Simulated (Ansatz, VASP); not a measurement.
**Two plane-wave programs on Cd2SO**

```xyz
4
Lattice="-2.2667 2.2667 3.8552 2.2667 -2.2667 3.8552 2.2667 2.2667 -3.8552" Properties=species:S:1:pos:R:3 pbc="T T T"
Cd    0.0000    0.0000    5.6669
Cd    0.0000    0.0000    2.0435
S     0.0000    0.0000    3.8552
O     0.0000    0.0000    0.0000
```

Alike in both runs: task relaxation of cell and atoms; functional PBE; k mesh 6 × 6 × 6; occupations gaussian, width 0.1 eV; no spin polarisation.

```csv
,VASP,Ansatz
version,VASP 6.6.1,Ansatz 0.2.0
potentials or method,"VASP PAW PBE potentials, release 64 (Cd, S, O), cutoff 600 eV","scalar-relativistic, plane waves, PAW"
valence electrons in the cell,36,52
```

|  | VASP | Ansatz | Ansatz less VASP |
| --- | --- | --- | --- |
| relaxed volume (Å³/atom) | 32.46 | 39.64 | +7.179 |
| relaxed length of the cell vector where the two differ most in proportion (Å) | 5.772 | 6.048 | +0.2759 |

One of these differences is far larger than is usual between the two programs; its cause wasn't traced. VASP's potentials hold 36 valence electrons a cell and Ansatz's 52, so a difference there can come from the potentials and not from the codes.

Noted on VASP's run: the volume moved by over 15 % at a fixed basis, so the end points are rough.
